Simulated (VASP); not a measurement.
Input of a VASP 6.6.1 run:

File INCAR:

```
SYSTEM = HfN
  PREC = Accurate
  ENCUT = 520
  EDIFF = 1E-6
  ISMEAR = -1
  SIGMA = 0.05
  LREAL = .False.
  LASPH = .True.
  NELM = 100
  ALGO = Normal
  ISIF = 2
  LWAVE = .False.
  LCHARG = .False.
  GGA = PE
  NBANDS = 14
```

Contents of KPOINTS:

```
Automatic mesh
0
Gamma
  14 14 14
  0 0 0
```

The input POSCAR:

```
HfN
1.0
    0.0000000000      2.4579275505      2.4579275505
    2.4579275505      0.0000000000      2.4579275505
    2.4579275505      2.4579275505      0.0000000000
Hf N
1 1
Direct
    0.0000000000      0.0000000000      0.0000000000
    0.2500000000      0.2500000000      0.2500000000
```

Potentials or basis: VASP PAW PBE potentials, release 64 (Hf_pv, N).

Run with:

```bash
$ cat potpaw_PBE.64/Hf_pv/POTCAR potpaw_PBE.64/N/POTCAR > POTCAR
$ mpirun -np 1 vasp_std > vasp.out
```

**Question.** Predict the pressure.

**Answer.** -1.1 GPa.
